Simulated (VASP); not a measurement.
Runs of VASP 6.6.1 on Cu. The structure is that of space group Fm-3m (No. 225), or close to it. The cells are those of the table. 

| task | spin | cell | k mesh | cutoff (eV) | gap on the mesh (eV) | pressure (GPa) |
| --- | --- | --- | --- | --- | --- | --- |
| single point | off | a = 2.489 Å, angles 60.0°, 1 atom | 24 × 24 × 24 | 520 | none | 22.6 |
| single point | off | a = 2.697 Å, angles 60.0°, 1 atom | 24 × 24 × 24 | 520 | none | -10.0 |
| single point | non-collinear, zero start, SOC | a = 2.597 Å, angles 60.0°, 1 atom | 15 × 15 × 15 | 520 | - | 0.3 |
| single point | off | a = 2.597 Å, angles 60.0°, 1 atom | 15 × 15 × 15 | 520 | none | 0.5 |
| single point | off | a = 2.631 Å, angles 60.0°, 1 atom | 24 × 24 × 24 | 520 | none | -3.8 |
| single point | off | a = 2.562 Å, angles 60.0°, 1 atom | 24 × 24 × 24 | 520 | none | 6.3 |
| single point | off | a = 2.597 Å, angles 60.0°, 1 atom | 24 × 24 × 24 | 520 | none | (a) |
| single point | off | a = 2.526 Å, angles 60.0°, 1 atom | 24 × 24 × 24 | 520 | none | (c) |
| single point | off | a = 2.664 Å, angles 60.0°, 1 atom | 24 × 24 × 24 | 520 | none | (b) |
| relaxation of cell and atoms | off | relaxed from a = 2.556 Å, angles 60.0°, 1 atom | 15 × 15 × 15 | 600 | none | 0.0 |

Alike in all rows: level RPBE; potentials or basis VASP PAW PBE potentials, release 64 (Cu); smearing fermi-dirac 0.1 eV.

Q: Estimate the missing entries.

A: (a) 0.6; (b) -7.3; (c) 13.4.

Caveats: the PAW data sets were made with another functional, which shifts forces and pressure a little; the cell stands under pressure (at least some runs); the cell stands under tension (at least some runs).

A gap of «none» marks levels without a gap at the run's occupations.
